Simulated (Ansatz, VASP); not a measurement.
# WSe2 in VASP and in Ansatz

```
W Se
1.0
     3.27902    0.00000    0.00000
    -1.63951    2.83972    0.00000
     0.00000    0.00000   12.78790
W Se
2 4
Direct
  0.16255 0.66667 0.25000
  0.66667 0.33333 0.75000
  0.33333 0.66667 0.61829
  0.66667 0.33333 0.11829
  0.33333 0.66667 0.88171
  0.66667 0.33333 0.38171
```

Alike in both runs: task single point; functional PBE; dispersion D3(BJ); k mesh 9 × 9 × 2; occupations gaussian, width 0.05 eV; no spin polarisation.

```csv
,VASP,Ansatz
version,VASP 6.6.1,Ansatz 0.2.0
potentials or method,"VASP PAW PBE potentials, release 64 (W_sv, Se), cutoff 520 eV","scalar-relativistic, plane waves, PAW"
valence electrons in the cell,52,92
```

|  | VASP | Ansatz | Ansatz less VASP |
| --- | --- | --- | --- |
| gap on the k mesh at the Fermi level (eV) | 0.05 | 0.05 | -0.001 |
| least direct gap on the mesh (eV) | 0.23 | 0.22 | -0.005 |
| pressure (GPa) | 8.4 | 8.1 | -0.36 |
| traceless stress, the component that is largest in VASP (GPa) | 6.93 | 6.81 | -0.115 |
| rms of the force components (eV/Å) | 2.441 | 2.426 | -0.0153 |

Atom by atom the forces differ by 0.026 eV/Å (rms over components). VASP's potentials hold 52 valence electrons a cell and Ansatz's 92, so a difference there can come from the potentials and not from the codes.

Neither program's run includes spin-orbit coupling.
